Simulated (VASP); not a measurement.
Input of a VASP 6.6.1 run:

INCAR

```
PREC = Accurate ; ENCUT = 520
EDIFF = 1E-7 ; ISMEAR = 0
SIGMA = 0.2 ; LREAL = False
LASPH = True ; NELM = 60
ALGO = Normal ; ISIF = 2
LWAVE = False ; LCHARG = False
GGA = PE ; NBANDS = 45
```

The input KPOINTS:

```
regular mesh
0
Gamma
  6 6 6
```

Contents of POSCAR:

```
Cd5O2
1.0
    1.6698825504      0.9641071415     12.8695300896
   -1.6698825504      0.9641071415     12.8695300896
    0.0000000000     -1.9282142785     12.8695300899
Cd O
5 2
Direct
    0.6049230551      0.6049230551      0.6049230551
    0.1972186216      0.1972186216      0.1972186216
    0.8027813784      0.8027813784      0.8027813784
    0.3950769449      0.3950769449      0.3950769449
    0.0000000000      0.0000000000      0.0000000000
    0.9014792978      0.9014792978      0.9014792978
    0.0985207022      0.0985207022      0.0985207022
```

Potentials or basis: VASP PAW PBE potentials, release 64 (Cd, O).

Run with:

```sh
$ cat potpaw_PBE.64/Cd/POTCAR potpaw_PBE.64/O/POTCAR > POTCAR
$ mpirun -np 1 vasp_std > vasp.out
```

(1) Predict the largest force.

(2) What does it give for the band gap on the k mesh?

(3) Predict the pressure.

Answers

(1) 0.111 eV/Å.

(2) zero (bands 36 and 37 overlap by 1.39 eV).

(3) 0.6 GPa.

Caveat: the k points lie up to 0.36 Å⁻¹ apart, too coarse for converged energies and pressures of a metal.
